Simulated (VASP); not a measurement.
# GaN (I-4m2) in VASP: a series of runs

The runs below take GaN through single point, with r2SCAN.

Everything below comes from runs of VASP 6.6.1. Logs are shortened: lines on timing, memory, paths and dates and some standing lists are left out, and cuts for length are marked.

## 1. The cell of the first run

Symmetry: I-4m2, No. 119, tetragonal system. The conventional cell has a = 3.187 Å, b = 3.187 Å, c = 4.372 Å, α = 90.00°, β = 90.00°, γ = 90.00°. Ga (site symmetry -4m2) has 4 N at 1.93 Å within 2.6 Å. N (site symmetry -4m2) has 4 Ga at 1.93 Å within 2.6 Å.

## 2. Single point, r2SCAN (strain -0.0300 x Voigt [0, 0, 1, 0, 0, 0])

Contents of POSCAR:

```
GaN
1.0
    0.0000000000      2.2535006075      2.1858955893
    2.2535006075      0.0000000000      2.1858955893
    2.2535006075      2.2535006075      0.0000000000
Ga N
1 1
Direct
    0.0000000000      0.0000000000      0.0000000000
    0.7500000000      0.7500000000      0.7500000000
```

Contents of INCAR.step1:

```
ALGO = Normal
EDIFF = 1E-4
ENCUT = 520
GGA = PE
ISMEAR = 0
LASPH = T
LCHARG = F
LREAL = F
LWAVE = T
NBANDS = 16
NELM = 100
PREC = Accurate
SIGMA = 0.05
```

Contents of INCAR.step2:

```
ALGO = Normal
EDIFF = 1E-6
ENCUT = 520
ISIF = 2
ISMEAR = 0
ISTART = 1
LASPH = T
LCHARG = F
LMIXTAU = T
LREAL = F
LWAVE = F
METAGGA = R2SCAN
NBANDS = 16
NELM = 100
PREC = Accurate
SIGMA = 0.05
```

Contents of KPOINTS:

```
k-points
0
Gamma
  10 10 10
```

Potentials or basis: VASP PAW PBE potentials, release 64 (Ga_d, N).

Launch:

```console
cat potpaw_PBE.64/Ga_d/POTCAR potpaw_PBE.64/N/POTCAR > POTCAR
cp INCAR.step1 INCAR
mpirun -np 1 vasp_std > vasp.out
cp INCAR.step2 INCAR
mpirun -np 1 vasp_std > vasp.out
```

OUTCAR:

```text
EDIFF = 1E-6
   ENCUT = 520
   ISIF = 2
   ISMEAR = 0
   ISTART = 1
   LASPH = T
   LREAL = F
   METAGGA = R2SCAN
   NELM = 100
   PREC = Accurate

 ion  position               nearest neighbor table
   1  0.000  0.000  0.000-   2 1.93   2 1.93   2 1.93   2 1.93
   2  0.750  0.750  0.750-   1 1.93   1 1.93   1 1.93   1 1.93

  LATTYP: Found a body centered tetragonal cell.
 ALAT       =     3.1869311219
 C/A-ratio  =     1.3717871555

  Lattice vectors:

 A1 = (   0.0000000000,  -2.2535006075,  -2.1858955893)
 A2 = (   0.0000000000,   2.2535006075,  -2.1858955893)
 A3 = (   2.2535006075,   0.0000000000,   2.1858955893)

Analysis of symmetry for initial positions (statically):
=====================================================================
 Subroutine PRICEL returns:
 Original cell was already a primitive cell.

 Routine SETGRP: Setting up the symmetry group for a
 body centered tetragonal supercell.

 Subroutine GETGRP returns: Found  8 space group operations
 (whereof  8 operations were pure point group operations)
 out of a pool of 16 trial point group operations.

The static configuration has the point symmetry D_2d.

Analysis of symmetry for dynamics (positions and initial velocities):
=====================================================================
 Subroutine PRICEL returns:
 Original cell was already a primitive cell.

 Routine SETGRP: Setting up the symmetry group for a
 body centered tetragonal supercell.

 Subroutine GETGRP returns: Found  8 space group operations
 (whereof  8 operations were pure point group operations)
 out of a pool of 16 trial point group operations.

The dynamic configuration has the point symmetry D_2d.

 Subroutine INISYM returns: Found  8 space group operations
 (whereof  8 operations are pure point group operations),
 and found     1 'primitive' translations

----------------------------------------------------------------------------------------

                                     Primitive cell

  volume of cell :      22.2011

  direct lattice vectors                    reciprocal lattice vectors
     0.000000000  2.253500607  2.185895589    -0.221877020  0.221877020  0.228739196
     2.253500607  0.000000000  2.185895589     0.221877020 -0.221877020  0.228739196
     2.253500607  2.253500607  0.000000000     0.221877020  0.221877020 -0.228739196

  length of vectors
     3.139491124  3.139491124  3.186931122     0.388304576  0.388304576  0.388304576

  position of ions in fractional coordinates (direct lattice)
     0.000000000  0.000000000  0.000000000
     0.750000000  0.750000000  0.750000000

  ion indices of the primitive-cell ions
   primitive index   ion index
                 1           1
                 2           2

----------------------------------------------------------------------------------------

 KPOINTS: k-points

Automatic generation of k-mesh.
 Grid dimensions read from file:
 generate k-points for:   10   10   10

 Generating k-lattice:

  Cartesian coordinates                     Fractional coordinates (reciprocal lattice)
    -0.022187702  0.022187702  0.022873920     0.100000000  0.000000000  0.000000000
     0.022187702 -0.022187702  0.022873920     0.000000000  0.100000000  0.000000000
     0.022187702  0.022187702 -0.022873920     0.000000000  0.000000000  0.100000000

  Length of vectors
     0.038830458  0.038830458  0.038830458

  Shift w.r.t. Gamma in fractional coordinates (k-lattice)
     0.000000000  0.000000000  0.000000000

 Subroutine IBZKPT returns following result:
 ===========================================

 Found    102 irreducible k-points:

 Following reciprocal coordinates:
            Coordinates               Weight
  0.000000  0.000000  0.000000      1.000000
  0.100000  0.000000  0.000000      8.000000
  0.200000  0.000000  0.000000      8.000000
  0.300000  0.000000  0.000000      8.000000
  0.400000  0.000000  0.000000      8.000000
  0.500000  0.000000  0.000000      4.000000
[... 16 lines left out ...]
  0.300000  0.300000  0.000000      2.000000
[... 43 lines left out ...]

 val. band max:        5.4437572532   @ k =   0.0000   0.0000   0.0000
 cond. band min:       7.6733656035   @ k =   0.0000   0.0000   0.0000
 fundamental gap:      2.2296083504
 Fermi energy:         5.6346693247

 k-point     1 :       0.0000    0.0000    0.0000
  band No.  band energies     occupation
      1     -11.6431      2.00000
      2      -8.5165      2.00000
      3      -8.5165      2.00000
      4      -8.4840      2.00000
      5      -8.1233      2.00000
      6      -8.1203      2.00000
[... 8 lines left out ...]
     15      24.9784      0.00000
     16      24.9784      0.00000

 k-point     2 :       0.1000    0.0000    0.0000
  band No.  band energies     occupation
      1     -11.5256      2.00000
      2      -8.5010      2.00000
      3      -8.4888      2.00000
      4      -8.4577      2.00000
      5      -8.1238      2.00000
      6      -8.1224      2.00000
[... 8 lines left out ...]
     15      23.6933      0.00000
     16      24.5522      0.00000

 k-point     3 :       0.2000    0.0000    0.0000
  band No.  band energies     occupation
      1     -11.2224      2.00000
      2      -8.4650      2.00000
      3      -8.4439      2.00000
      4      -8.3090      2.00000
      5      -8.1229      2.00000
      6      -8.1200      2.00000
[... 8 lines left out ...]
     15      22.8954      0.00000
     16      23.5340      0.00000

 k-point     4 :       0.3000    0.0000    0.0000
  band No.  band energies     occupation
      1     -10.8761      2.00000
      2      -8.4321      2.00000
      3      -8.4085      2.00000
      4      -8.1156      2.00000
      5      -8.1020      2.00000
      6      -7.9296      2.00000
[... 8 lines left out ...]
     15      23.6486      0.00000
     16      23.7991      0.00000
[... 324 lines left out ...]
 k-point    22 :      -0.2000    0.2000    0.0000
  band No.  band energies     occupation
      1     -10.7753      2.00000
      2      -8.3965      2.00000
      3      -8.3859      2.00000
      4      -8.1432      2.00000
      5      -8.1415      2.00000
      6      -7.7780      2.00000
[... 8 lines left out ...]
     15      23.7834      0.00000
     16      27.6053      0.00000

 k-point    23 :       0.3000    0.3000    0.0000
  band No.  band energies     occupation
      1     -10.6450      2.00000
      2      -8.3370      2.00000
      3      -8.2974      2.00000
      4      -8.2973      2.00000
      5      -8.0598      2.00000
      6      -7.6903      2.00000
[... 8 lines left out ...]
     15      28.0451      0.00000
     16      29.1690      0.00000

 k-point    24 :       0.4000    0.3000    0.0000
  band No.  band energies     occupation
      1     -10.4880      2.00000
      2      -8.3547      2.00000
      3      -8.2558      2.00000
      4      -8.2518      2.00000
      5      -8.0471      2.00000
      6      -7.2517      2.00000
[... 8 lines left out ...]
     15      28.7254      0.00000
     16      29.0931      0.00000

 [... further k-points ...]

------------------------ aborting loop because EDIFF is reached ----------------------------------------

  FORCE on cell =-STRESS in cart. coord.  units (eV):
  Direction    XX          YY          ZZ          XY          YZ          ZX
  --------------------------------------------------------------------------------------
  -------------------------------------------------------------------------------------
  Total        0.6799281      0.6799281      1.1824324      0.0000000     -0.0000000      0.0000000
  in kB       49.0680510     49.0680510     85.3320435      0.0000000     -0.0000000      0.0000000
  external PRESSURE =      61.1560485 kB  Pullay stress =       0.0000000 kB

 VOLUME and BASIS-vectors are now :
 -----------------------------------------------------------------------------
  energy-cutoff  :      520.00
  volume of cell :       22.20
      direct lattice vectors                 reciprocal lattice vectors
     0.000000000  2.253500607  2.185895589    -0.221877020  0.221877020  0.228739196
     2.253500607  0.000000000  2.185895589     0.221877020 -0.221877020  0.228739196
     2.253500607  2.253500607  0.000000000     0.221877020  0.221877020 -0.228739196

 POSITION                                       TOTAL-FORCE (eV/Angst)
 -----------------------------------------------------------------------------------
      0.00000      0.00000      0.00000        -0.000000     -0.000000      0.000000
      3.38025      3.38025      3.27884         0.000000      0.000000     -0.000000
 -----------------------------------------------------------------------------------
    total drift:                               -0.000009     -0.000009     -0.000008

  FREE ENERGIE OF THE ION-ELECTRON SYSTEM (eV)
  ---------------------------------------------------
  free  energy   TOTEN  =       -21.8783203631 eV

  energy  without entropy=      -21.8783203631  energy(sigma->0) =      -21.87832036
```

It took 2.5 min on 1 thread of Intel Xeon 8259CL, shared host; peak memory 0.17 GiB.

What came out:

* Free energy: -21.8783 eV
* Pressure: 6.1 GPa
* Band gap on the k mesh: 2.23 eV

Caveat: the cell differs from its parent crystal (strain -0.0300 x Voigt [0, 0, 1, 0, 0, 0]); the cell stands under pressure; the PAW data sets were made with another functional, which shifts forces and pressure a little.

## 3. Single point, r2SCAN (strain +0.0150 x Voigt [0, 0, 1, 0, 0, 0])

Contents of POSCAR:

```
GaN
1.0
    0.0000000000      2.2535006075      2.2873031166
    2.2535006075      0.0000000000      2.2873031166
    2.2535006075      2.2535006075      0.0000000000
Ga N
1 1
Direct
    0.0000000000      0.0000000000      0.0000000000
    0.7500000000      0.7500000000      0.7500000000
```

Contents of INCAR.step1:

```
SYSTEM = GaN
PREC = Accurate ; ENCUT = 520
ISMEAR = 0 ; SIGMA = 0.05
LREAL = .False. ; LASPH = .True.
NELM = 100 ; NBANDS = 16
GGA = PE ; ALGO = Normal
EDIFF = 1E-4 ; LWAVE = .True.
LCHARG = .False.
```

Contents of INCAR.step2:

```
SYSTEM = GaN
PREC = Accurate ; ENCUT = 520
EDIFF = 1E-6 ; ISMEAR = 0
SIGMA = 0.05 ; LREAL = .False.
LASPH = .True. ; NELM = 100
ALGO = Normal ; ISIF = 2
LWAVE = .False. ; LCHARG = .True.
METAGGA = R2SCAN ; LMIXTAU = .True.
LELF = .True. ; LVHAR = .True.
NBANDS = 16 ; ISTART = 1
```

Contents of KPOINTS:

```
Automatic mesh
0
Gamma
  10 10 10
  0 0 0
```

Potentials or basis: VASP PAW PBE potentials, release 64 (Ga_d, N).

Launch:

```console
cat potpaw_PBE.64/Ga_d/POTCAR potpaw_PBE.64/N/POTCAR > POTCAR
cp INCAR.step1 INCAR
mpirun -np 1 vasp_std > vasp.out
cp INCAR.step2 INCAR
mpirun -np 1 vasp_std > vasp.out
```

It took 2.6 min on 1 thread of Intel Xeon 8259CL, shared host; peak memory 0.17 GiB.

The run converged. Its results:

| Item | Value |
| --- | --- |
| Free energy | -21.8925 eV |
| Pressure | -2.9 GPa |
| Band gap on the k mesh | 2.00 eV |

Stress tensor (GPa, compression positive):
```
-2.28  0.00  0.00
 0.00 -2.28  0.00
 0.00  0.00 -4.25
```

Levels at points of the mesh, in eV from the valence-band top:
| k point | band 7 | band 8 | band 9 | band 10 | band 11 | band 12 |
| --- | --- | --- | --- | --- | --- | --- |
| (0.00, 0.00, 0.00) | -0.07 | 0.00 | 0.00 | 2.00 | 10.87 | 10.87 |
| (0.50, 0.00, 0.00) | -7.08 | -1.06 | -0.94 | 5.03 | 9.34 | 10.79 |
| (0.50, 0.50, 0.00) | -6.29 | -2.68 | -2.68 | 3.80 | 7.29 | 12.30 |
| (0.50, 0.00, 0.50) | -6.12 | -2.79 | -2.79 | 3.71 | 7.04 | 12.51 |

Caveat: the cell differs from its parent crystal (strain +0.0150 x Voigt [0, 0, 1, 0, 0, 0]); the PAW data sets were made with another functional, which shifts forces and pressure a little.

## 4. Single point, r2SCAN (strain +0.0450 x Voigt [0, 0, 1, 0, 0, 0])

Contents of POSCAR:

```
GaN
1.0
    0.0000000000      2.2535006075      2.3549081348
    2.2535006075      0.0000000000      2.3549081348
    2.2535006075      2.2535006075      0.0000000000
Ga N
1 1
Direct
    0.0000000000      0.0000000000      0.0000000000
    0.7500000000      0.7500000000      0.7500000000
```

Contents of INCAR.step1:

```
SYSTEM = GaN
ALGO     = Normal         ! electronic algorithm
EDIFF    = 1E-4           ! SCF threshold, eV
ENCUT    = 520            ! plane-wave cutoff, eV
GGA      = PE             ! functional
ISMEAR   = 0              ! smearing method
LASPH    = .True.         ! aspherical terms in the spheres
LCHARG   = .False.        ! write CHGCAR
LREAL    = .False.        ! projectors in reciprocal space
LWAVE    = .True.         ! write WAVECAR
NBANDS   = 16             ! bands
NELM     = 80             ! most SCF steps
PREC     = Accurate       ! precision mode
SIGMA    = 0.05           ! smearing width, eV
```

Contents of INCAR.step2:

```
SYSTEM = GaN
ALGO     = Normal         ! electronic algorithm
EDIFF    = 1E-6           ! SCF threshold, eV
ENCUT    = 520            ! plane-wave cutoff, eV
ISIF     = 2              ! what is computed and relaxed
ISMEAR   = 0              ! smearing method
ISTART   = 1            
LASPH    = .True.         ! aspherical terms in the spheres
LCHARG   = .False.        ! write CHGCAR
LMIXTAU  = .True.       
LREAL    = .False.        ! projectors in reciprocal space
LWAVE    = .False.        ! write WAVECAR
METAGGA  = R2SCAN         ! meta-GGA
NBANDS   = 16             ! bands
NELM     = 80             ! most SCF steps
PREC     = Accurate       ! precision mode
SIGMA    = 0.05           ! smearing width, eV
```

Contents of KPOINTS:

```
k-points
0
Gamma
  10 10 10
  0 0 0
```

Launch:

```console
cat potpaw_PBE.64/Ga_d/POTCAR potpaw_PBE.64/N/POTCAR > POTCAR
cp INCAR.step1 INCAR
mpirun -np 1 vasp_std > vasp.out
cp INCAR.step2 INCAR
mpirun -np 1 vasp_std > vasp.out
```

Run time: 2.4 min. Hardware: 1 thread of Intel Xeon 8259CL, shared host; peak memory 0.17 GiB.

Results (log left out):

| Quantity | Value |
| --- | --- |
| Free energy | -21.8577 eV |
| Pressure | -8.1 GPa |
| Band gap on the k mesh | 1.75 eV |

Stress tensor (GPa, compression positive):
```
 -5.92   0.00   0.00
  0.00  -5.92   0.00
  0.00   0.00 -12.37
```

Levels at points of the mesh, in eV from the valence-band top:
```
           k point  band 5  band 6  band 7  band 8  band 9  band 10  band 11  band 12  band 13  band 14
(0.00, 0.00, 0.00)  -13.58  -13.58   -0.22    0.00    0.00     1.75    10.61    10.61    10.74    17.87
(0.50, 0.00, 0.00)  -13.53  -12.45   -6.94   -1.18   -0.84     4.73     9.13    10.44    11.02    16.00
(0.50, 0.50, 0.00)  -13.52  -12.21   -6.42   -2.48   -2.48     3.87     7.35    11.79    14.53    14.53
(0.50, 0.00, 0.50)  -13.50  -12.00   -5.95   -2.81   -2.79     3.59     6.66    12.36    13.78    14.82
```

Caveat: the cell differs from its parent crystal (strain +0.0450 x Voigt [0, 0, 1, 0, 0, 0]); the stress differs along the axes, from -12 to -6 GPa; the PAW data sets were made with another functional, which shifts forces and pressure a little.

## 5. Single point, r2SCAN (strain +0.0600 x Voigt [0, 0, 1, 0, 0, 0])

Contents of POSCAR:

```
GaN
1.0
    0.0000000000      2.2535006075      2.3887106440
    2.2535006075      0.0000000000      2.3887106440
    2.2535006075      2.2535006075      0.0000000000
Ga N
1 1
Direct
    0.0000000000      0.0000000000      0.0000000000
    0.7500000000      0.7500000000      0.7500000000
```

Contents of INCAR.step1:

```
PREC     = Accurate       # precision mode
ENCUT    = 520            # plane-wave cutoff, eV
ISMEAR   = 0              # smearing method
SIGMA    = 0.05           # smearing width, eV
LREAL    = F              # projectors in reciprocal space
LASPH    = T              # aspherical terms in the spheres
NELM     = 80             # most SCF steps
NBANDS   = 16             # bands
GGA      = PE             # functional
ALGO     = Normal         # electronic algorithm
EDIFF    = 1E-4           # SCF threshold, eV
LWAVE    = T              # write WAVECAR
LCHARG   = F              # write CHGCAR
```

Contents of INCAR.step2:

```
PREC     = Accurate       # precision mode
ENCUT    = 520            # plane-wave cutoff, eV
EDIFF    = 1E-6           # SCF threshold, eV
ISMEAR   = 0              # smearing method
SIGMA    = 0.05           # smearing width, eV
LREAL    = F              # projectors in reciprocal space
LASPH    = T              # aspherical terms in the spheres
NELM     = 80             # most SCF steps
ALGO     = Normal         # electronic algorithm
ISIF     = 2              # what is computed and relaxed
LWAVE    = F              # write WAVECAR
LCHARG   = F              # write CHGCAR
METAGGA  = R2SCAN         # meta-GGA
LMIXTAU  = T            
NBANDS   = 16             # bands
ISTART   = 1
```

Contents of KPOINTS:

```
regular mesh
0
Gamma
  10 10 10
```

Launch:

```console
cat potpaw_PBE.64/Ga_d/POTCAR potpaw_PBE.64/N/POTCAR > POTCAR
cp INCAR.step1 INCAR
mpirun -np 1 vasp_std > vasp.out
cp INCAR.step2 INCAR
mpirun -np 1 vasp_std > vasp.out
```

Run time: 2.4 min. Hardware: 1 thread of Intel Xeon 8259CL, shared host; peak memory 0.17 GiB.

The run converged. Its results:

* Free energy: -21.8272 eV
* Pressure: -10.4 GPa
* Band gap on the k mesh: 1.62 eV

Stress tensor (GPa, compression positive):
```
 -7.44   0.00   0.00
  0.00  -7.44   0.00
  0.00   0.00 -16.25
```

Levels at points of the mesh, in eV from the valence-band top:
| k point | band 7 | band 8 | band 9 | band 10 | band 11 | band 12 |
| --- | --- | --- | --- | --- | --- | --- |
| (0.00, 0.00, 0.00) | -0.29 | 0.00 | 0.00 | 1.62 | 10.48 | 10.48 |
| (0.50, 0.00, 0.00) | -6.87 | -1.24 | -0.80 | 4.56 | 9.03 | 10.29 |
| (0.50, 0.50, 0.00) | -6.48 | -2.38 | -2.38 | 3.91 | 7.36 | 11.56 |
| (0.50, 0.00, 0.50) | -5.86 | -2.81 | -2.80 | 3.54 | 6.48 | 12.28 |

Caveat: the cell differs from its parent crystal (strain +0.0600 x Voigt [0, 0, 1, 0, 0, 0]); the stress differs along the axes, from -16 to -7 GPa; the PAW data sets were made with another functional, which shifts forces and pressure a little.

## 6. The runs side by side

| cell | gap on the mesh (eV) | pressure (GPa) |
| --- | --- | --- |
| a = 3.139, b = 3.139, c = 3.187 Å, angles 59.5, 59.5, 61.0°, 2 atoms | 2.23 | 6.1 |
| a = 3.211, b = 3.211, c = 3.187 Å, angles 60.2, 60.2, 59.5°, 2 atoms | 2.00 | -2.9 |
| a = 3.259, b = 3.259, c = 3.187 Å, angles 60.7, 60.7, 58.5°, 2 atoms | 1.75 | -8.1 |
| a = 3.284, b = 3.284, c = 3.187 Å, angles 61.0, 61.0, 58.1°, 2 atoms | 1.62 | -10.4 |

Alike in all rows: task single point; level r2SCAN; potentials or basis VASP PAW PBE potentials, release 64 (Ga_d, N); no spin polarisation; k mesh 10 × 10 × 10; cutoff (eV) 520; smearing gaussian 0.05 eV.

Caveats: the PAW data sets were made with another functional, which shifts forces and pressure a little; the cell stands under pressure (at least some runs); the stress differs along the axes, from -12 to -6 GPa (at least some runs); the stress differs along the axes, from -16 to -7 GPa (at least some runs).

Absolute energies hang on the potentials; compare differences alone.
